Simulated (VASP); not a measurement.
Input of a VASP 6.6.1 run:

INCAR

```
PREC = Accurate
ENCUT = 520
EDIFF = 1E-8
ISMEAR = -1
SIGMA = 0.05
LREAL = False
LASPH = True
NELM = 100
ALGO = Normal
ISIF = 2
LWAVE = False
LCHARG = False
GGA = PE
LEFG = True
NBANDS = 17
```

Contents of KPOINTS:

```
Automatic mesh
0
Gamma
  13 13 7
```

The input POSCAR:

```
Hf
1.0
    3.1752435252      0.0000000000      0.0000000000
   -1.5876217626      2.7498415561      0.0000000000
    0.0000000000      0.0000000000      5.0238540107
Hf
2
Direct
    0.3333333333      0.6666666667      0.2500000000
    0.6666666667      0.3333333333      0.7500000000
```

Potentials or basis: VASP PAW PBE potentials, release 64 (Hf_pv).

Run with:

```console
$ cat potpaw_PBE.64/Hf_pv/POTCAR > POTCAR
$ mpirun -np 1 vasp_std > vasp.out
```

(1) What does it give for the pressure?

(2) Predict the band gap on the k mesh.

Answers

(1) 2.6 GPa.

(2) zero (bands 10 and 11 overlap by 1.58 eV).

Caveat: without QUAD_EFG the Cq values of the log hold for a quadrupole moment of 1 mb, not for the nuclei; spin-orbit coupling is left out, which moves the levels of the heavy elements.
